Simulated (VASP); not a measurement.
# Al (C2/c) in VASP: a series of runs

Al is run at these levels: BLYP; tasks: single point.

All numbers are computed with VASP 6.6.1; they aren't measurements. Logs are shortened: lines on timing, memory, paths and dates and some standing lists are left out, and cuts for length are marked.

## (1) The cell of the first run

Symmetry: C2/c, No. 15, monoclinic system. The conventional cell has a = 2.854 Å, b = 8.681 Å, c = 3.031 Å, α = 90.00°, β = 90.29°, γ = 90.00°. Al (site symmetry 2) has 10 Al at 2.81 to 3.03 Å within 3.7 Å.

## (2) Single point, BLYP

INCAR reads:

```
AGGAC = 1.0
AGGAX = 1.0
ALDAC = 0.0
ALDAX = 1.0
ALGO = Normal
EDIFF = 1E-6
ENCUT = 520
GGA = B5
ISIF = 2
ISMEAR = -1
ISYM = 0
LASPH = T
LCHARG = T
LELF = T
LREAL = F
LVHAR = T
LWAVE = F
NBANDS = 10
NELM = 80
PREC = Accurate
SIGMA = 0.1
```

KPOINTS reads:

```
k-points
0
Gamma
  13 13 9
```

POSCAR reads:

```
Al
1.0
   -3.2807176790      2.8576780859      1.3952081600
    2.8576780859     -3.2807176790      1.3952081600
    2.5210538927      2.5210538927     -2.1700059495
Al
2
Direct
    0.9885491666      0.0114508334      0.0000000000
    0.7614508334      0.2385491666      0.5000000000
```

Potentials or basis: VASP PAW PBE potentials, release 64 (Al).

The run is started by

```console
cat potpaw_PBE.64/Al/POTCAR > POTCAR
mpirun -np 1 vasp_std > vasp.out
```

OUTCAR:

```text
EDIFF = 1E-6
   ENCUT = 520
   GGA = B5
   ISIF = 2
   ISMEAR = -1
   ISYM = 0
   LASPH = T
   LREAL = F
   NELM = 80
   PREC = Accurate

 ion  position               nearest neighbor table
   1  0.989  0.011  0.000-   2 2.81   2 2.81   2 2.86   2 2.86   2 2.87   2 2.87
   2  0.761  0.239  0.500-   1 2.81   1 2.81   1 2.86   1 2.86   1 2.87   1 2.87

IMPORTANT INFORMATION: All symmetrisations will be switched off!
NOSYMM: (Re-)initialisation of all symmetry stuff for point group C_1.

----------------------------------------------------------------------------------------

                                     Primitive cell

  volume of cell :      37.5473

  direct lattice vectors                    reciprocal lattice vectors
    -3.280717679  2.857678086  1.395208160     0.095926556  0.258835570  0.412152988
     2.857678086 -3.280717679  1.395208160     0.258835570  0.095926556  0.412152988
     2.521053893  2.521053893 -2.170005950     0.228094772  0.228094772  0.069160375

  length of vectors
     4.569030350  4.569030350  4.173769433     0.496052257  0.496052257  0.329905452

  position of ions in fractional coordinates (direct lattice)
     0.988549167  0.011450833  1.000000000
     0.761450833  0.238549167  0.500000000

  ion indices of the primitive-cell ions
   primitive index   ion index
                 1           1
                 2           2

----------------------------------------------------------------------------------------

 KPOINTS: k-points

Automatic generation of k-mesh.
 Grid dimensions read from file:
 generate k-points for:   13   13    9

 Generating k-lattice:

  Cartesian coordinates                     Fractional coordinates (reciprocal lattice)
     0.007378966  0.019910428  0.031704076     0.076923077  0.000000000 -0.000000000
     0.019910428  0.007378966  0.031704076     0.000000000  0.076923077 -0.000000000
     0.025343864  0.025343864  0.007684486     0.000000000  0.000000000  0.111111111

  Length of vectors
     0.038157866  0.038157866  0.036656161

  Shift w.r.t. Gamma in fractional coordinates (k-lattice)
     0.000000000  0.000000000  0.000000000

 Subroutine IBZKPT returns following result:
 ===========================================

 Found    761 irreducible k-points:

 Following reciprocal coordinates:
            Coordinates               Weight
  0.000000  0.000000  0.000000      1.000000
  0.076923 -0.000000  0.000000      2.000000
  0.000000 -0.076923  0.000000      2.000000
  0.153846 -0.000000  0.000000      2.000000
  0.000000 -0.153846 -0.000000      2.000000
  0.230769 -0.000000  0.000000      2.000000
[... 16 lines left out ...]
  0.461538  0.076923 -0.000000      2.000000
 -0.076923 -0.461538  0.000000      2.000000
 [... further k-points ...]
   k-points           NKPTS =    761   k-points in BZ     NKDIM =    761   number of bands    NBANDS=     10
   number of dos      NEDOS =    301   number of ions     NIONS =      2
   total plane-waves  NPLWV =  41472
   dimension x,y,z NGX =    36 NGY =   36 NGZ =   32
   dimension x,y,z NGXF=    72 NGYF=   72 NGZF=   64
   ions per type =               2
   NGX,Y,Z   is equivalent  to a cutoff of  13.10, 13.10, 12.75 a.u.
   NGXF,Y,Z  is equivalent  to a cutoff of  26.20, 26.20, 25.49 a.u.
 SYSTEM =  unknown system
   PREC   = accura    normal or accurate (medium, high low for compatibility)
   ISTART =      0    job   : 0-new  1-cont  2-samecut
   ICHARG =      2    charge: 1-file 2-atom 10-const
   ISPIN  =      1    spin polarized calculation?
   LNONCOLLINEAR =      F non collinear calculations
   LSORBIT =      F    spin-orbit coupling
   LASPH  =      T    aspherical Exc in radial PAW
   ENCUT  =  520.0 eV  38.22 Ry    6.18 a.u.   8.50  8.50  7.76*2*pi/ulx,y,z
   NELM   =     80;   NELMIN=  2; NELMDL= -5     # of ELM steps
   EDIFF  = 0.1E-05   stopping-criterion for ELM
   LREAL  =      F    real-space projection
   EDIFFG = 0.1E-04   stopping-criterion for IOM
   NSW    =      0    number of steps for IOM
   IBRION =     -1    ionic relax: 0-MD 1-quasi-New 2-CG
   NFREE  =      0    steps in history (QN), initial steepest desc. (CG)
   ISIF   =      2    stress and relaxation
   ISYM   =      0    0-nonsym 1-usesym 2-fastsym
   POTIM  = 0.5000    time-step for ionic-motion
   TEBEG  =    0.0;   TEEND  =   0.0 temperature during run
   PSTRESS=    0.0 pullay stress
   NELECT =       6.0000    total number of electrons
   NUPDOWN=      -1.0000    fix difference up-down
   EMIN   =  10.00;   EMAX   =-10.00  energy-range for DOS
   EFERMI =   0.00;   METHOD = LEGACY
   ISMEAR =    -1;   SIGMA  =   0.10  broadening in eV -4-tet -1-fermi 0-gaus
   EFERMI_NEDOS =   21; number of points for ismear=-14 and -15
   IALGO  =     38    algorithm
   IMIX   =      4    mixing-type and parameters
     AMIX     =   0.40;   BMIX     =  1.00
     AMIX_MAG =   1.60;   BMIX_MAG =  1.00
  volume/ion in A,a.u.               =      18.77       126.69
  Fermi-wavevector in a.u.,A,eV,Ry     =   0.888381  1.678796 10.737991  0.789220
  Thomas-Fermi vector in A             =   2.009803
   LORBIT       =      0    0 simple, 1 ext, 2 COOP (PROOUT), +10 PAW based schemes
   GGA     = B5    functional components
   LHFCALC =     F    Hartree Fock is set to
   AEXX    =    0.0000 exact exchange contribution
   IVDW    =     0    specifies the selected vdW correction
   LEPSILON=     F    determine dielectric tensor
   LRPA    =     F    only Hartree local field effects (RPA)
 non-spin polarized calculation
  energy-cutoff  :      520.00
  volume of cell :       37.55
 maximum number of plane-waves:      1023
 NGX is ok and might be reduce to    36
   NGX = 17   NGY = 17   NGZ = 15

 number of electron       6.0000000 magnetization

 Free energy of the ion-electron system (eV)
  ---------------------------------------------------
  ext. energy  EPLUGINS =         0.00000000
  ---------------------------------------------------
  free energy    TOTEN  =        -5.41061574 eV

  energy without entropy =       -5.38465914  energy(sigma->0) =       -5.39763744

 E-fermi :   7.1674     XC(G=0):  -9.1283

 val. band max:        7.1612482019   @ k =  -0.3077  -0.4615   0.1111
 cond. band min:       7.1732468665   @ k =  -0.1538   0.3846   0.0000
 fundamental gap:      0.0119986645
[... 18 lines left out ...]
      2       4.0803      2.00000
      3       5.4627      2.00000
      4       9.9323      0.00000
      5      12.8311      0.00000
      6      14.0351      0.00000
      7      15.0280      0.00000
      8      16.5415      0.00000
      9      17.5435      0.00000
     10      18.8802      0.00000

 k-point     3 :       0.0000   -0.0769    0.0000
  band No.  band energies     occupation
      1      -2.9476      2.00000
      2       4.0803      2.00000
      3       5.4627      2.00000
      4       9.9323      0.00000
      5      12.8311      0.00000
      6      14.0351      0.00000
      7      15.0280      0.00000
      8      16.5415      0.00000
      9      17.5435      0.00000
     10      18.8802      0.00000

 k-point     4 :       0.1538   -0.0000    0.0000
  band No.  band energies     occupation
      1      -2.3099      2.00000
      2       4.1589      2.00000
      3       6.5467      1.99598
      4       8.2652      0.00003
      5      10.9964      0.00000
      6      12.3201      0.00000
      7      14.6120      0.00000
      8      16.8671      0.00000
      9      17.6227      0.00000
     10      20.8457      0.00000

 k-point     5 :       0.0000   -0.1538   -0.0000
  band No.  band energies     occupation
      1      -2.3099      2.00000
      2       4.1589      2.00000
      3       6.5467      1.99598
      4       8.2652      0.00003
      5      10.9964      0.00000
      6      12.3201      0.00000
      7      14.6120      0.00000
      8      16.8671      0.00000
      9      17.6227      0.00000
     10      20.8457      0.00000

 k-point     6 :       0.2308   -0.0000    0.0000
  band No.  band energies     occupation
      1      -1.2537      2.00000
      2       4.5969      2.00000
      3       6.8500      1.91972
      4       8.0427      0.00032
      5       9.3410      0.00000
      6      11.0035      0.00000
      7      12.8985      0.00000
      8      16.1437      0.00000
      9      17.2453      0.00000
     10      19.4036      0.00000

 k-point     7 :       0.0000   -0.2308   -0.0000
  band No.  band energies     occupation
      1      -1.2537      2.00000
      2       4.5969      2.00000
      3       6.8500      1.91972
      4       8.0427      0.00032
      5       9.3410      0.00000
      6      11.0035      0.00000
      7      12.8985      0.00000
      8      16.1437      0.00000
      9      17.2453      0.00000
     10      19.4036      0.00000

 k-point     8 :       0.3077   -0.0000    0.0000
  band No.  band energies     occupation
      1       0.2100      2.00000
      2       5.3826      2.00000
      3       5.9236      1.99999
      4       7.7632      0.00516
      5       9.6822      0.00000
      6      10.3715      0.00000
      7      11.5115      0.00000
      8      13.7337      0.00000
      9      15.4831      0.00000
     10      16.9684      0.00000

 k-point     9 :       0.0000   -0.3077   -0.0000
  band No.  band energies     occupation
      1       0.2100      2.00000
      2       5.3826      2.00000
      3       5.9236      1.99999
      4       7.7632      0.00516
      5       9.6822      0.00000
      6      10.3715      0.00000
      7      11.5115      0.00000
      8      13.7337      0.00000
      9      15.4831      0.00000
     10      16.9684      0.00000
[... 118 lines left out ...]
 k-point    19 :       0.3077    0.0769    0.0000
  band No.  band energies     occupation
      1       1.8903      2.00000
      2       5.2133      2.00000
      3       6.7762      1.96077
      4       7.5388      0.04761
      5       9.0383      0.00000
      6      10.2263      0.00000
      7      10.9381      0.00000
      8      11.4121      0.00000
      9      13.4589      0.00000
     10      15.1428      0.00000

 k-point    20 :      -0.0769   -0.3077    0.0000
  band No.  band energies     occupation
      1       1.8903      2.00000
      2       5.2133      2.00000
      3       6.7762      1.96077
      4       7.5388      0.04761
      5       9.0383      0.00000
      6      10.2263      0.00000
      7      10.9381      0.00000
      8      11.4121      0.00000
      9      13.4589      0.00000
     10      15.1428      0.00000

 k-point    21 :       0.3846    0.0769    0.0000
  band No.  band energies     occupation
      1       4.0229      2.00000
      2       4.9686      2.00000
      3       6.3027      1.99965
      4       7.2760      0.50485
      5       8.3042      0.00002
      6       9.0974      0.00000
      7      10.3125      0.00000
      8      11.0732      0.00000
      9      14.4543      0.00000
     10      15.3828      0.00000

 k-point    22 :      -0.0769   -0.3846   -0.0000
  band No.  band energies     occupation
      1       4.0229      2.00000
      2       4.9686      2.00000
      3       6.3027      1.99965
      4       7.2760      0.50485
      5       8.3042      0.00002
      6       9.0974      0.00000
      7      10.3125      0.00000
      8      11.0732      0.00000
      9      14.4543      0.00000
     10      15.3828      0.00000

 k-point    23 :       0.4615    0.0769   -0.0000
  band No.  band energies     occupation
      1       4.4502      2.00000
      2       5.1021      2.00000
      3       6.0647      1.99997
      4       6.6988      1.98172
      5       7.8204      0.00291
      6       8.6330      0.00000
      7      10.6440      0.00000
      8      11.7004      0.00000
      9      16.0891      0.00000
     10      16.7970      0.00000

 k-point    24 :      -0.0769   -0.4615    0.0000
  band No.  band energies     occupation
      1       4.4502      2.00000
      2       5.1021      2.00000
      3       6.0647      1.99997
      4       6.6988      1.98172
      5       7.8204      0.00291
      6       8.6330      0.00000
      7      10.6440      0.00000
      8      11.7004      0.00000
      9      16.0891      0.00000
     10      16.7970      0.00000

 [... further k-points ...]
[... 5 lines left out ...]
  --------------------------------------------------------------------------------------
  -------------------------------------------------------------------------------------
  Total        0.0217700      0.0217698      0.0124859     -0.0005020     -0.0032276     -0.0032276
  in kB        0.9289463      0.9289353      0.5327853     -0.0214199     -0.1377258     -0.1377263
  external PRESSURE =       0.7968890 kB  Pullay stress =       0.0000000 kB

 VOLUME and BASIS-vectors are now :
 -----------------------------------------------------------------------------
  energy-cutoff  :      520.00
  volume of cell :       37.55
      direct lattice vectors                 reciprocal lattice vectors
    -3.280717679  2.857678086  1.395208160     0.095926556  0.258835570  0.412152988
     2.857678086 -3.280717679  1.395208160     0.258835570  0.095926556  0.412152988
     2.521053893  2.521053893 -2.170005950     0.228094772  0.228094772  0.069160375

 POSITION                                       TOTAL-FORCE (eV/Angst)
 -----------------------------------------------------------------------------------
     -3.21043      2.78739      1.39521         0.000313     -0.000313      0.000000
     -0.55588      2.65390      0.31021        -0.000313      0.000313     -0.000000
 -----------------------------------------------------------------------------------
    total drift:                                0.000000     -0.000000      0.000000

  FREE ENERGIE OF THE ION-ELECTRON SYSTEM (eV)
  ---------------------------------------------------
  free  energy   TOTEN  =        -5.4106157377 eV

  energy  without entropy=       -5.3846591368  energy(sigma->0) =       -5.39763744
```

Run time: 5.2 min. Hardware: 1 thread of AMD EPYC 7R13 (Zen 3), shared host; peak memory 0.33 GiB.

What came out:

```
Free energy            : -5.4106 eV
Pressure               : 0.1 GPa
Band gap on the k mesh : zero (bands 3 and 4 overlap by 8.64 eV)
```

Levels at points of the mesh, in eV from the Fermi level:
```csv
k point,band 1,band 2,band 3,band 4,band 5,band 6,band 7
"(0.00, 0.00, 0.00)",-10.33,-2.98,-2.21,4.32,5.40,7.54,8.80
```

Caveat: the PAW data sets were made with another functional, which shifts forces and pressure a little.

## (3) Single point, BLYP (16.52 Å³/atom)

This run uses another cell than the first one, of 16.52 Å³/atom.

INCAR reads:

```
PREC = Accurate
ENCUT = 520
EDIFF = 1E-7
ISMEAR = -1
SIGMA = 0.1
LREAL = F
LASPH = T
NELM = 80
ALGO = Normal
ISIF = 2
LWAVE = F
LCHARG = F
GGA = B5
ALDAX = 1.0
AGGAX = 1.0
AGGAC = 1.0
ALDAC = 0.0
NBANDS = 10
```

KPOINTS reads:

```
regular mesh
0
Gamma
  17 17 12
```

POSCAR reads:

```
Al
1.0
   -3.1438591665      2.7384671052      1.3370056165
    2.7384671052     -3.1438591665      1.3370056165
    2.4158855365      2.4158855365     -2.0794819193
Al
2
Direct
    0.9885491666      0.0114508334      0.0000000000
    0.7614508334      0.2385491666      0.5000000000
```

Potentials or basis: VASP PAW PBE potentials, release 64 (Al).

The run is started by

```console
cat potpaw_PBE.64/Al/POTCAR > POTCAR
mpirun -np 1 vasp_std > vasp.out
```

It took 5.7 min on 1 thread of AMD EPYC 7R13 (Zen 3), shared host; peak memory 0.34 GiB.

Results (log left out):

| Item | Value |
| --- | --- |
| Free energy | -5.2858 eV |
| Pressure | 9.5 GPa |
| Largest force | 0.081 eV/Å |
| Band gap on the k mesh | zero (bands 3 and 4 overlap by 9.74 eV) |

Forces in eV/Å, atoms in the order of the input:
```
Al  -0.057  0.057  0.000
Al   0.057 -0.057  0.000
```

Stress tensor (GPa, compression positive):
```
 9.38 -0.66 -0.17
-0.66  9.38 -0.17
-0.17 -0.17  9.62
```

Levels at points of the mesh, in eV from the Fermi level:
```
           k point  band 1  band 2  band 3  band 4  band 5  band 6  band 7
(0.00, 0.00, 0.00)  -11.14   -3.31   -2.18    4.86    5.54    8.38    9.68
(0.00, 0.00, 0.50)   -6.84   -6.84    0.69    0.69    1.96    1.96   12.06
```

Caveat: the cell stands under pressure; the PAW data sets were made with another functional, which shifts forces and pressure a little.

## (4) Single point, BLYP (17.27 Å³/atom)

This run uses another cell than the first one, of 17.27 Å³/atom.

INCAR reads:

```
SYSTEM = Al
PREC = Accurate
ENCUT = 520
EDIFF = 1E-6
ISMEAR = -1
SIGMA = 0.1
LREAL = .FALSE.
LASPH = .TRUE.
NELM = 100
ALGO = Normal
ISIF = 2
LWAVE = .FALSE.
LCHARG = .TRUE.
GGA = B5
ALDAX = 1.0
AGGAX = 1.0
AGGAC = 1.0
ALDAC = 0.0
LELF = .TRUE.
LVHAR = .TRUE.
NBANDS = 10
```

KPOINTS reads:

```
Automatic mesh
0
G
  17 17 12
  0 0 0
```

POSCAR reads:

```
Al
1.0
   -3.1907893566      2.7793457753      1.3569638667
    2.7793457753     -3.1907893566      1.3569638667
    2.4519488464      2.4519488464     -2.1105235393
Al
2
Direct
    0.9885491666      0.0114508334      0.0000000000
    0.7614508334      0.2385491666      0.5000000000
```

The run is started by

```console
cat potpaw_PBE.64/Al/POTCAR > POTCAR
mpirun -np 1 vasp_std > vasp.out
```

Run time: 6.9 min. Hardware: 1 thread of AMD EPYC 7R13 (Zen 3), shared host; peak memory 0.35 GiB.

Results (log left out):

* Free energy: -5.3556 eV
* Pressure: 5.6 GPa
* Largest force: 0.056 eV/Å
* Band gap on the k mesh: zero (bands 3 and 4 overlap by 9.54 eV)

Forces in eV/Å, atoms in the order of the input:
```
Al  -0.039  0.039  0.000
Al   0.039 -0.039  0.000
```

Stress tensor (GPa, compression positive):
```
 5.54 -0.24 -0.09
-0.24  5.54 -0.09
-0.09 -0.09  5.61
```

Levels at points of the mesh, in eV from the Fermi level:
| k point | band 1 | band 2 | band 3 | band 4 | band 5 | band 6 | band 7 | band 8 |
| --- | --- | --- | --- | --- | --- | --- | --- | --- |
| (0.00, 0.00, 0.00) | -10.84 | -3.18 | -2.17 | 4.67 | 5.50 | 8.09 | 9.39 | 9.53 |
| (0.00, 0.00, 0.50) | -6.66 | -6.66 | 0.71 | 0.71 | 1.86 | 1.86 | 11.65 | 11.65 |

Caveat: the cell stands under pressure; the PAW data sets were made with another functional, which shifts forces and pressure a little.

## (5) Single point, BLYP (18.02 Å³/atom)

This run uses another cell than the first one, of 18.02 Å³/atom.

INCAR reads:

```
AGGAC = 1.0
AGGAX = 1.0
ALDAC = 0.0
ALDAX = 1.0
ALGO = Normal
EDIFF = 1E-6
ENCUT = 520
GGA = B5
ISIF = 2
ISMEAR = -1
LASPH = T
LCHARG = F
LREAL = F
LWAVE = F
NBANDS = 10
NELM = 80
PREC = Accurate
SIGMA = 0.1
```

KPOINTS reads:

```
k-points
0
Gamma
  17 17 12
```

POSCAR reads:

```
Al
1.0
   -3.2363782210      2.8190560800      1.3763516842
    2.8190560800     -3.2363782210      1.3763516842
    2.4869814201      2.4869814201     -2.1406779496
Al
2
Direct
    0.9885491666      0.0114508334      0.0000000000
    0.7614508334      0.2385491666      0.5000000000
```

The run is started by

```console
cat potpaw_PBE.64/Al/POTCAR > POTCAR
mpirun -np 1 vasp_std > vasp.out
```

Run time: 6.8 min. Hardware: 1 thread of AMD EPYC 7R13 (Zen 3), shared host; peak memory 0.36 GiB.

The run converged. Its results:

| Item | Value |
| --- | --- |
| Free energy | -5.3927 eV |
| Pressure | 2.5 GPa |
| Largest force | 0.033 eV/Å |
| Band gap on the k mesh | zero (bands 3 and 4 overlap by 9.33 eV) |

Forces in eV/Å, atoms in the order of the input:
```
Al  -0.024  0.024  0.000
Al   0.024 -0.024  0.000
```

Stress tensor (GPa, compression positive):
```
 2.49  0.06 -0.04
 0.06  2.49 -0.04
-0.04 -0.04  2.46
```

Levels at points of the mesh, in eV from the Fermi level:
| k point | band 1 | band 2 | band 3 | band 4 | band 5 | band 6 |
| --- | --- | --- | --- | --- | --- | --- |
| (0.00, 0.00, 0.00) | -10.56 | -3.06 | -2.17 | 4.51 | 5.46 | 7.82 |
| (0.00, 0.00, 0.50) | -6.50 | -6.50 | 0.74 | 0.74 | 1.77 | 1.77 |

Caveat: the PAW data sets were made with another functional, which shifts forces and pressure a little.

## (6) Overview

```tsv
cell	k mesh	gap on the mesh (eV)	pressure (GPa)	largest force (eV/Å)
a = 4.569, b = 4.569, c = 4.174 Å, angles 102.4, 102.4, 143.6°, 2 atoms	13 × 13 × 9	none	0.1	-
a = 4.378, b = 4.378, c = 4.000 Å, angles 102.4, 102.4, 143.6°, 2 atoms	17 × 17 × 12	none	9.5	0.08
a = 4.444, b = 4.444, c = 4.059 Å, angles 102.4, 102.4, 143.6°, 2 atoms	17 × 17 × 12	none	5.6	0.06
a = 4.507, b = 4.507, c = 4.117 Å, angles 102.4, 102.4, 143.6°, 2 atoms	17 × 17 × 12	none	2.5	0.03
```

Alike in all rows: task single point; level BLYP; potentials or basis VASP PAW PBE potentials, release 64 (Al); no spin polarisation; cutoff (eV) 520; smearing fermi-dirac 0.1 eV.

Caveats: the PAW data sets were made with another functional, which shifts forces and pressure a little; the cell stands under pressure (at least some runs).

Total energies depend on the potentials used, so only differences within one code and one set of settings carry meaning.
